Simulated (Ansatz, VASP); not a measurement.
**ZrS: VASP beside Ansatz**

POSCAR

```
ZrS
1.0
    0.0000000000      2.6250000000      2.6250000000
    2.6250000000      0.0000000000      2.6250000000
    2.6250000000      2.6250000000      0.0000000000
Zr S
1 1
Direct
    0.0000000000      0.0000000000      0.0000000000
    0.5000000000      0.5000000000      0.5000000000
```

Contents of INCAR.step1:

```
SYSTEM = ZrS
  PREC = Accurate
  ENCUT = 520
  ISMEAR = 0
  SIGMA = 0.1
  LREAL = .FALSE.
  LASPH = .TRUE.
  NELM = 80
  NBANDS = 16
  GGA = PE
  ALGO = Normal
  EDIFF = 1E-4
  LWAVE = .TRUE.
  LCHARG = .FALSE.
```

File INCAR.step2:

```
SYSTEM = ZrS
  PREC = Accurate
  ENCUT = 520
  EDIFF = 1E-6
  ISMEAR = 0
  SIGMA = 0.1
  LREAL = .FALSE.
  LASPH = .TRUE.
  NELM = 80
  ALGO = Normal
  ISIF = 2
  LWAVE = .FALSE.
  LCHARG = .TRUE.
  METAGGA = R2SCAN
  LMIXTAU = .TRUE.
  LELF = .TRUE.
  LVHAR = .TRUE.
  NBANDS = 16
  ISTART = 1
```

Contents of KPOINTS:

```
Automatic mesh
0
G
  16 16 16
  0 0 0
```

Input for Ansatz:

```yaml
crystal:
  lattice:
    - [0.0, 2.625, 2.625]
    - [2.625, 0.0, 2.625]
    - [2.625, 2.625, 0.0]
  atoms:
    - { symbol: Zr, position: [0.0, 0.0, 0.0] }
    - { symbol: S, position: [0.5, 0.5, 0.5] }
basis:
  ecutwfc: 500
kpoints:
  mp_grid: { grid: [16, 16, 16] }
hamiltonian:
  xc: r2scan
scf:
  occupations: { method: gaussian, width: 0.1 }
output:
  forces: true
  stress: true
  eigenvalues: true
```

Alike in both runs: task single point; functional r2SCAN; k mesh 16 × 16 × 16; occupations gaussian, width 0.1 eV; no spin polarisation.

```csv
,VASP,Ansatz
version,VASP 6.6.1,Ansatz 0.2.0
potentials or method,"VASP PAW PBE potentials, release 64 (Zr_sv, S), cutoff 520 eV","scalar-relativistic, plane waves, PAW"
valence electrons in the cell,18,18
```

```tsv
	VASP	Ansatz	Ansatz less VASP
gap on the k mesh at the Fermi level (eV)	none	none	-
pressure (GPa)	-2.0	-2.0	0.00
```

VASP's potentials were made for PBE, not for r2SCAN. A gap of «none» marks a metal or a gap that the smearing closes. The functional is the same, so the differences come from potentials, cutoffs and numerics.
